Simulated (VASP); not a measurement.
Wanted: the native input for a VASP 6.6.1 run.

| Item | Value |
| --- | --- |
| Task | single point |
| Functional | LDA |
| Potentials or basis | VASP PAW LDA potentials, release 64 (Rb_sv, Cl) |
| Cutoff | 500 eV |
| k mesh | 6 × 6 × 6 |
| Occupations | gaussian, width 0.01 eV |
| Spin | no spin polarisation |
| Dipole correction | no |
| Further INCAR settings | ALGO = Normal; EDIFF = 1e-06; NBANDS = 15 |

The structure of RbCl lies in POSCAR:

```
RbCl
1.0
    0.0000000000      3.1885419031      3.1885419031
    3.1885419031      0.0000000000      3.1885419031
    3.1885419031      3.1885419031      0.0000000000
Rb Cl
1 1
Direct
    0.0000000000      0.0000000000      0.0000000000
    0.5000000000      0.5000000000      0.5000000000
```

These files were run (other wordings do the same):

INCAR

```
PREC = Accurate
ENCUT = 500
EDIFF = 1E-6
ISMEAR = 0
SIGMA = 0.01
LREAL = F
LASPH = T
NELM = 120
ALGO = Normal
ISIF = 2
LWAVE = F
LCHARG = F
GGA = CA
NBANDS = 15
GGA_COMPAT = F
```

KPOINTS

```
Automatic mesh
0
Gamma
  6 6 6
```

Potentials or basis: VASP PAW LDA potentials, release 64 (Rb_sv, Cl).

Command:

```bash
$ cat potpaw_LDA.64/Rb_sv/POTCAR potpaw_LDA.64/Cl/POTCAR > POTCAR
$ mpirun -np 1 vasp_std > vasp.out
```

Results of the run:

The pressure is 0.0 GPa and the band gap on the k mesh is 4.86 eV, direct.

Run time: 25 s on 1 thread of Intel(R) Xeon(R) Platinum 8375C CPU @ 2.90GHz (Ice Lake), on a shared host, peak memory 0.17 GiB.
